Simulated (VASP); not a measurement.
# Ni (Fd-3m) in VASP: notebook

The runs below take Ni through single point, relaxation of cell and atoms, with RPBE.

Everything below comes from runs of VASP 6.6.1. Logs are shortened: lines on timing, memory, paths and dates and some standing lists are left out, and cuts for length are marked.

**1. The cell of the first run**

The structure is cubic, space group Fd-3m (No. 227). The conventional cell has a = 5.363 Å, b = 5.363 Å, c = 5.363 Å, α = 90.00°, β = 90.00°, γ = 90.00°. Within 3.1 Å of Ni (site symmetry -43m) lie 4 Ni at 2.32 Å.

This isn't the form of Ni at room conditions, which is fcc.

**2. Single point, RPBE, collinear spin, ferromagnetic start (19.28 Å³/atom)**

Input file INCAR:

```
PREC = Accurate
ENCUT = 520
EDIFF = 1E-7
ISMEAR = -1
SIGMA = 0.05
LREAL = False
LASPH = True
NELM = 150
ALGO = Normal
ISIF = 2
LWAVE = False
LCHARG = False
ISPIN = 2
MAGMOM = 0.852 0.852
LORBIT = 11
LMAXMIX = 4
GGA = RP
NBANDS = 21
```

Input file KPOINTS:

```
Automatic mesh
0
Gamma
  12 12 12
```

Input file POSCAR:

```
Ni
1.0
    0.0000000000      2.6813810990      2.6813810990
    2.6813810990      0.0000000000      2.6813810990
    2.6813810990      2.6813810990      0.0000000000
Ni
2
Direct
    0.1250000000      0.1250000000      0.1250000000
    0.8750000000      0.8750000000      0.8750000000
```

Potentials or basis: VASP PAW PBE potentials, release 64 (Ni).

On the command line:

```console
$ cat potpaw_PBE.64/Ni/POTCAR > POTCAR
$ mpirun -np 1 vasp_std > vasp.out
```

OUTCAR:

```text
PREC = Accurate
   ENCUT = 520
   EDIFF = 1E-7
   ISMEAR = -1
   LREAL = False
   LASPH = True
   NELM = 150
   ISIF = 2
   ISPIN = 2
   LORBIT = 11
   GGA = RP

 ion  position               nearest neighbor table
   1  0.125  0.125  0.125-   2 2.32   2 2.32   2 2.32   2 2.32
   2  0.875  0.875  0.875-   1 2.32   1 2.32   1 2.32   1 2.32

  LATTYP: Found a face centered cubic cell.
 ALAT       =     5.3627621980

  Lattice vectors:

 A1 = (   0.0000000000,   2.6813810990,   2.6813810990)
 A2 = (   2.6813810990,   0.0000000000,   2.6813810990)
 A3 = (   2.6813810990,   2.6813810990,   0.0000000000)

Analysis of symmetry for initial positions (statically):
=====================================================================
 Subroutine PRICEL returns:
 Original cell was already a primitive cell.

 Routine SETGRP: Setting up the symmetry group for a
 face centered cubic supercell.

 Subroutine GETGRP returns: Found 48 space group operations
 (whereof 12 operations were pure point group operations)
 out of a pool of 48 trial point group operations.

The static configuration has the point symmetry D_3d.
 The point group associated with its full space group is O_h .

Analysis of symmetry for dynamics (positions and initial velocities):
=====================================================================
 Subroutine PRICEL returns:
 Original cell was already a primitive cell.

 Routine SETGRP: Setting up the symmetry group for a
 face centered cubic supercell.

 Subroutine GETGRP returns: Found 48 space group operations
 (whereof 12 operations were pure point group operations)
 out of a pool of 48 trial point group operations.

The dynamic configuration has the point symmetry D_3d.
 The point group associated with its full space group is O_h .

Analysis of structural, dynamic, and magnetic symmetry:
=====================================================================
 Subroutine PRICEL returns:
 Original cell was already a primitive cell.

 Routine SETGRP: Setting up the symmetry group for a
 face centered cubic supercell.

 Subroutine GETGRP returns: Found 48 space group operations
 (whereof 12 operations were pure point group operations)
 out of a pool of 48 trial point group operations.

The overall configuration has the point symmetry D_3d.
 The point group associated with its full space group is O_h .

 Subroutine INISYM returns: Found 48 space group operations
 (whereof 12 operations are pure point group operations),
[... 115 lines left out ...]
     AMIX     =   0.40;   BMIX     =  1.00
     AMIX_MAG =   1.60;   BMIX_MAG =  1.00
  volume/ion in A,a.u.               =      19.28       130.10
  Fermi-wavevector in a.u.,A,eV,Ry     =   1.315375  2.485699 23.540959  1.730212
  Thomas-Fermi vector in A             =   2.445562
   LORBIT       =     11    0 simple, 1 ext, 2 COOP (PROOUT), +10 PAW based schemes
   GGA     = RP    functional components
   LHFCALC =     F    Hartree Fock is set to
   AEXX    =    0.0000 exact exchange contribution
   IVDW    =     0    specifies the selected vdW correction
   LEPSILON=     F    determine dielectric tensor
   LRPA    =     F    only Hartree local field effects (RPA)
 spin polarized calculation
  energy-cutoff  :      520.00
  volume of cell :       38.56
 maximum number of plane-waves:      1056
   NGX = 15   NGY = 15   NGZ = 15

 number of electron      19.9999979 magnetization       1.6100018

 Free energy of the ion-electron system (eV)
  ---------------------------------------------------
  ext. energy  EPLUGINS =         0.00000000
  ---------------------------------------------------
  free energy    TOTEN  =        -7.56510339 eV

  energy without entropy =       -7.52764393  energy(sigma->0) =       -7.54637366

 E-fermi :   3.5302     XC(G=0):  -9.7733

 val. band max:        3.5282846536   @ k =   0.5000   0.0000   0.0000
 cond. band min:       3.5316954855   @ k =   0.5000   0.0833   0.0000
 fundamental gap:      0.0034108319
 Fermi energy:         3.5302224432

 spin component 1

 k-point     1 :       0.0000    0.0000    0.0000
  band No.  band energies     occupation
      1      -2.2668      1.00000
      2       0.7795      1.00000
      3       0.7795      1.00000
      4       0.7795      1.00000
      5       0.8137      1.00000
      6       0.8137      1.00000
[... 565 lines left out ...]
     20      21.2231      0.00000
     21      21.9350      0.00000

 [... further k-points ...]

 spin component 2

 k-point     1 :       0.0000    0.0000    0.0000
  band No.  band energies     occupation
      1      -2.3156      1.00000
      2       1.5500      1.00000
      3       1.5500      1.00000
      4       1.5797      1.00000
      5       1.5797      1.00000
      6       1.5797      1.00000
[... 565 lines left out ...]
     20      21.2116      0.00000
     21      21.9421      0.00000

 [... further k-points ...]

------------------------ aborting loop because EDIFF is reached ----------------------------------------

  FORCE on cell =-STRESS in cart. coord.  units (eV):
  Direction    XX          YY          ZZ          XY          YZ          ZX
  --------------------------------------------------------------------------------------
  -------------------------------------------------------------------------------------
  Total       -1.5824440     -1.5824440     -1.5824440      0.0000000     -0.0000000      0.0000000
  in kB      -65.7556835    -65.7556835    -65.7556835      0.0000000     -0.0000000      0.0000000
  external PRESSURE =     -65.7556835 kB  Pullay stress =       0.0000000 kB

 VOLUME and BASIS-vectors are now :
 -----------------------------------------------------------------------------
  energy-cutoff  :      520.00
  volume of cell :       38.56
      direct lattice vectors                 reciprocal lattice vectors
     0.000000000  2.681381099  2.681381099    -0.186471069  0.186471069  0.186471069
     2.681381099  0.000000000  2.681381099     0.186471069 -0.186471069  0.186471069
     2.681381099  2.681381099  0.000000000     0.186471069  0.186471069 -0.186471069

 POSITION                                       TOTAL-FORCE (eV/Angst)
 -----------------------------------------------------------------------------------
      0.67035      0.67035      0.67035         0.000000     -0.000000      0.000000
      4.69242      4.69242      4.69242        -0.000000      0.000000     -0.000000
 -----------------------------------------------------------------------------------
    total drift:                                0.000000      0.000000      0.000000

  FREE ENERGIE OF THE ION-ELECTRON SYSTEM (eV)
  ---------------------------------------------------
  free  energy   TOTEN  =        -7.5651033935 eV

  energy  without entropy=       -7.5276439261  energy(sigma->0) =       -7.54637366

 total charge

# of ion       s       p       d       tot
------------------------------------------
    1        0.493   0.262   8.293   9.048
    2        0.493   0.262   8.293   9.048
--------------------------------------------------
tot          0.987   0.525  16.586  18.097

 magnetization (x)

# of ion       s       p       d       tot
------------------------------------------
    1       -0.014  -0.020   0.862   0.828
    2       -0.014  -0.020   0.862   0.828
--------------------------------------------------
tot         -0.028  -0.039   1.725   1.657
```

OSZICAR:

```text
N       E                     dE             d eps       ncg     rms          rms(c)
DAV:   1     0.102536154144E+03    0.10254E+03   -0.86476E+03  6088   0.113E+03
DAV:   2    -0.312342531349E+01   -0.10566E+03   -0.96861E+02  6118   0.215E+02
DAV:   3    -0.863010334472E+01   -0.55067E+01   -0.53082E+01  7043   0.597E+01
DAV:   4    -0.870115575780E+01   -0.71052E-01   -0.71010E-01  6739   0.664E+00
DAV:   5    -0.870299123981E+01   -0.18355E-02   -0.18354E-02  6988   0.101E+00    0.108E+01
DAV:   6    -0.887103520329E+01   -0.16804E+00   -0.10944E+01  7038   0.534E+01    0.128E+01
DAV:   7    -0.756227713064E+01    0.13088E+01   -0.42002E+00  7054   0.276E+01    0.207E+00
DAV:   8    -0.756922813343E+01   -0.69510E-02   -0.39171E-02  6807   0.161E+00    0.123E+00
DAV:   9    -0.756548886740E+01    0.37393E-02   -0.55204E-03  7629   0.861E-01    0.410E-01
DAV:  10    -0.756493319216E+01    0.55568E-03   -0.16274E-03  7801   0.483E-01    0.125E-01
DAV:  11    -0.756510402075E+01   -0.17083E-03   -0.39998E-04  7795   0.204E-01    0.643E-02
DAV:  12    -0.756511214488E+01   -0.81241E-05   -0.21082E-05  6511   0.450E-02    0.331E-02
DAV:  13    -0.756510538150E+01    0.67634E-05   -0.41416E-06  7953   0.223E-02    0.130E-02
DAV:  14    -0.756510344019E+01    0.19413E-05   -0.13502E-06  7598   0.116E-02    0.172E-03
DAV:  15    -0.756510339347E+01    0.46712E-07   -0.90310E-08  5726   0.262E-03
   1 F= -.75651034E+01 E0= -.75463737E+01  d E =-.374595E-01  mag=     1.6100
```

Run time: 2.9 min. Hardware: 1 thread of Intel Xeon 8259CL, shared host; peak memory 0.22 GiB.

Results:

```
Free energy                                           : -7.5651 eV
Pressure                                              : -6.6 GPa
Net moment                                            : 1.61 μB per cell
Site moments                                          : Ni +0.83 μB
Valence electrons inside the program's atomic spheres : Ni 9.05
```

Caveat: the cell stands under tension; the PAW data sets were made with another functional, which shifts forces and pressure a little.

(Continued in part 2 of 2.)
